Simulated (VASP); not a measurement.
Here is a VASP 6.6.1 calculation.

Contents of POSCAR:

```
SrCl2
1.0
    0.0000000000      3.4977180848      3.4977180848
    3.4977180848      0.0000000000      3.4977180848
    3.4977180848      3.4977180848      0.0000000000
Sr Cl
1 2
Direct
    0.0000000000      0.0000000000      0.0000000000
    0.2500000000      0.2500000000      0.2500000000
    0.7500000000      0.7500000000      0.7500000000
```

File INCAR.step1:

```
SYSTEM = SrCl2
ALGO = Normal ; EDIFF = 1E-4
ENCUT = 520 ; GGA = PE
ISMEAR = -1 ; LASPH = .TRUE.
LCHARG = .FALSE. ; LREAL = .FALSE.
LWAVE = .TRUE. ; NBANDS = 19
NELM = 60 ; PREC = Accurate
SIGMA = 0.02
```

The input INCAR.step2:

```
SYSTEM = SrCl2
ALGO = Normal ; EDIFF = 1E-6
ENCUT = 520 ; ISIF = 2
ISMEAR = -1 ; ISTART = 1
LASPH = .TRUE. ; LCHARG = .FALSE.
LMIXTAU = .TRUE. ; LREAL = .FALSE.
LWAVE = .FALSE. ; METAGGA = R2SCAN
NBANDS = 19 ; NELM = 60
PREC = Accurate ; SIGMA = 0.02
```

The input KPOINTS:

```
k-points
0
G
  6 6 6
  0 0 0
```

Potentials or basis: VASP PAW PBE potentials, release 64 (Sr_sv, Cl).

Command:

```console
$ cat potpaw_PBE.64/Sr_sv/POTCAR potpaw_PBE.64/Cl/POTCAR > POTCAR
$ cp INCAR.step1 INCAR
$ mpirun -np 1 vasp_std > vasp.out
$ cp INCAR.step2 INCAR
$ mpirun -np 1 vasp_std > vasp.out
```

(1) Predict the band gap on the k mesh.

(2) Estimate the pressure.

Results:

(1) 5.94 eV (least direct gap 5.99 eV).

(2) 0.0 GPa.

Caveat: the structure was generated, so it needn't be the stable form of SrCl2; the PAW data sets were made with another functional, which shifts forces and pressure a little.
